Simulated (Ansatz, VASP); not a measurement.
## Pt in VASP and in Ansatz

POSCAR

```
Pt
1.0
   -1.6165709830      1.6165709830      1.5930286872
    1.6165709830     -1.6165709830      1.5930286872
    1.6165709830      1.6165709830     -1.5930286872
Pt
1
Direct
    0.0000000000      0.0000000000      0.0000000000
```

Contents of INCAR.step1:

```
SYSTEM = Pt
PREC = Accurate
ENCUT = 520
ISMEAR = 0
SIGMA = 0.15
LREAL = .False.
LASPH = .True.
NELM = 80
NBANDS = 11
GGA = PE
ALGO = Normal
EDIFF = 1E-4
LWAVE = .True.
LCHARG = .False.
```

File INCAR.step2:

```
SYSTEM = Pt
PREC = Accurate
ENCUT = 520
EDIFF = 1E-7
ISMEAR = 0
SIGMA = 0.15
LREAL = .False.
LASPH = .True.
NELM = 80
ALGO = Normal
ISIF = 2
LWAVE = .False.
LCHARG = .True.
METAGGA = R2SCAN
LMIXTAU = .True.
LELF = .True.
LVHAR = .True.
NBANDS = 11
ISTART = 1
```

Contents of KPOINTS:

```
regular mesh
0
Gamma
  26 26 26
  0 0 0
```

Input for Ansatz:

```yaml
crystal:
  lattice:
    - [-1.616570983, 1.616570983, 1.5930286872]
    - [1.616570983, -1.616570983, 1.5930286872]
    - [1.616570983, 1.616570983, -1.5930286872]
  atoms:
    - { symbol: Pt, position: [0.0, 0.0, 0.0] }
basis:
  ecutwfc: 500
kpoints:
  mp_grid: { grid: [26, 26, 26] }
hamiltonian:
  xc: r2scan
scf:
  occupations: { method: gaussian, width: 0.15 }
output:
  forces: true
  stress: true
  eigenvalues: true
```

Change from the starting cell: strain +0.030 along x and y, +0.015 along z, atoms carried along.

Alike in both runs: task single point; functional r2SCAN; k mesh 26 × 26 × 26; occupations gaussian, width 0.15 eV; no spin polarisation.

|  | VASP | Ansatz |
| --- | --- | --- |
| version | VASP 6.6.1 | Ansatz 0.2.0 |
| potentials or method | VASP PAW PBE potentials, release 64 (Pt), cutoff 520 eV | scalar-relativistic, plane waves, PAW |
| valence electrons in the cell | 10 | 18 |

VASP gave:

| Property | Result |
| --- | --- |
| gap on the k mesh at the Fermi level (eV) | none |
| pressure (GPa) | -15.2 |
| traceless stress, the component that is largest in VASP (GPa) | -0.73 |

Q: What did Ansatz give for the same quantities?

A: gap on the k mesh at the Fermi level (eV): none; pressure (GPa): -15.6; traceless stress, the component that is largest in VASP (GPa): -0.73.

VASP's potentials were made for PBE, not for r2SCAN. A gap of «none» marks a metal or a gap that the smearing closes. VASP's potentials hold 10 valence electrons a cell and Ansatz's 18, so a difference there can come from the potentials and not from the codes.

Spin-orbit coupling is off throughout.
